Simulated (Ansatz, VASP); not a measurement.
# Two plane-wave programs on Pd

The input INCAR:

```
SYSTEM = Pd
PREC = Accurate ; ENCUT = 400
EDIFF = 1E-6 ; ISMEAR = -1
SIGMA = 0.05 ; LREAL = .FALSE.
LASPH = .TRUE. ; NELM = 120
ALGO = Normal ; ISIF = 2
LWAVE = .FALSE. ; LCHARG = .FALSE.
LDIPOL = .TRUE. ; IDIPOL = 3
DIPOL = 0.5 0.5 0.500 ; GGA = CA
NBANDS = 33 ; GGA_COMPAT = .FALSE.
NELMDL = -8
```

Contents of KPOINTS:

```
Automatic mesh
0
G
  13 13 1
  0 0 0
```

POSCAR

```
Pd
1.0
    2.7154616614      0.0000000000      0.0000000000
    0.0000000000      2.7154616614      0.0000000000
    0.0000000000      0.0000000000     23.6805000000
Pd
5
Direct
    0.0000000000      0.0000000000      0.3378310126
    0.5000000000      0.5000000000      0.4189155061
    0.0000000000      0.0000000000      0.5000000000
    0.5000000000      0.5000000000      0.5810844939
    0.0000000000      0.0000000000      0.6621689874
```

Input for Ansatz:

```yaml
crystal:
  lattice:
    - [2.7154616614, 0.0, 0.0]
    - [0.0, 2.7154616614, 0.0]
    - [0.0, 0.0, 23.6805]
  atoms:
    - { symbol: Pd, position: [0.0, 0.0, 0.3378310126] }
    - { symbol: Pd, position: [0.5, 0.5, 0.4189155061] }
    - { symbol: Pd, position: [0.0, 0.0, 0.5] }
    - { symbol: Pd, position: [0.5, 0.5, 0.5810844939] }
    - { symbol: Pd, position: [0.0, 0.0, 0.6621689874] }
kpoints:
  mp_grid: { grid: [13, 13, 1] }
scf:
  occupations: { method: fermi_dirac, width: 0.05 }
hamiltonian:
  xc: lda
  pseudopotentials: { kind: paw }
output:
  forces: true
  stress: true
  eigenvalues: true
  populations: true
efield:
  axis: 3
  amplitude: 0
  dipole_correction: true
```

Alike in both runs: task single point; functional LDA; k mesh 13 × 13 × 1; occupations fermi-dirac, width 0.05 eV; no spin polarisation.

|  | VASP | Ansatz |
| --- | --- | --- |
| version | VASP 6.6.1 | Ansatz 0.2.0 |
| potentials or method | VASP PAW LDA potentials, release 64 (Pd) | PAW with Ansatz's default frozen-core files, scalar-relativistic |
| plane-wave cutoff (eV) | 400 | 420 |
| valence electrons in the cell | 50 | 90 |

|  | VASP | Ansatz | Ansatz less VASP |
| --- | --- | --- | --- |
| rms of the force components (eV/Å) | 0.090 | 0.094 | +0.0047 |

LDA's correlation is that of Perdew and Zunger in VASP and of Perdew and Wang (1992) in Ansatz. Atom by atom the forces differ by 0.006 eV/Å (rms over components). VASP's potentials hold 50 valence electrons a cell and Ansatz's 90, so a difference there can come from the potentials and not from the codes.
